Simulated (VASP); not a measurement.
Nb: relaxation of shape and atoms at fixed volume with PBE

Nb:

```
CELL_PARAMETERS angstrom
2.19807 0.00000 0.00000
-1.09903 1.90358 0.00000
0.00000 0.00000 4.01503
ATOMIC_POSITIONS crystal
Nb 0.33333 0.66667 0.25000
Nb 0.66667 0.33333 0.75000
```

This isn't the form of Nb at room conditions, which is bcc.

| Quantity | Value |
| --- | --- |
| Program | VASP 6.6.1 |
| Task | relaxation of shape and atoms at fixed volume |
| Functional | PBE |
| Potentials or basis | VASP PAW PBE potentials, release 64 (Nb_sv) |
| Cutoff | 600 eV |
| k mesh | 16 × 16 × 9 |
| Occupations | fermi-dirac, width 0.05 eV |
| Spin | no spin polarisation |
| Dipole correction | no |
| Further INCAR settings | ALGO = Normal; EDIFF = 1e-06; IBRION = 2; EDIFFG = -0.005; NSW = 50; ISIF = 4 |

```json
{
  "Energy gained by relaxing": "134.6 meV/atom",
  "Ionic steps": "8",
  "Pressure after relaxing": "538.9 GPa",
  "Band gap on the k mesh": "zero (bands 13 and 14 overlap by 3.62 eV)"
}
```

The path:
```
step  energy change (eV)  largest force (eV/Å)  pressure (GPa)  volume (Å³)
   1              0.0000                0.0000          552.46        16.80
   2              0.0438                0.0000          539.47        16.80
   3             -0.2676                0.0000          537.92        16.80
   4             -0.2689                0.0000          538.49        16.80
   5             -0.2692                0.0000          539.02        16.80
   6             -0.2692                0.0000          538.80        16.80
   7             -0.2692                0.0000          538.99        16.80
   8             -0.2692                0.0000          538.94        16.80
```

Final structure:
```
Nb
1.0
     2.27558    0.00000    0.00000
    -1.13779    1.97071    0.00000
     0.00000    0.00000    3.74615
Nb
2
Cartesian
  0.0000 1.3138 0.9365
  1.1378 0.6569 2.8096
```

Levels at points of the mesh, in eV from the Fermi level:
| k point | band 11 | band 12 | band 13 | band 14 | band 15 | band 16 |
| --- | --- | --- | --- | --- | --- | --- |
| (0.00, 0.00, 0.00) | -2.38 | -1.96 | -1.96 | -0.01 | -0.01 | 2.16 |
| (0.50, 0.00, 0.00) | -6.01 | -2.56 | 0.83 | 2.21 | 4.33 | 11.07 |

Run time: 100 s on 1 thread of Intel(R) Xeon(R) 6975P-C (Granite Rapids), with other jobs on the host, peak memory 0.17 GiB.
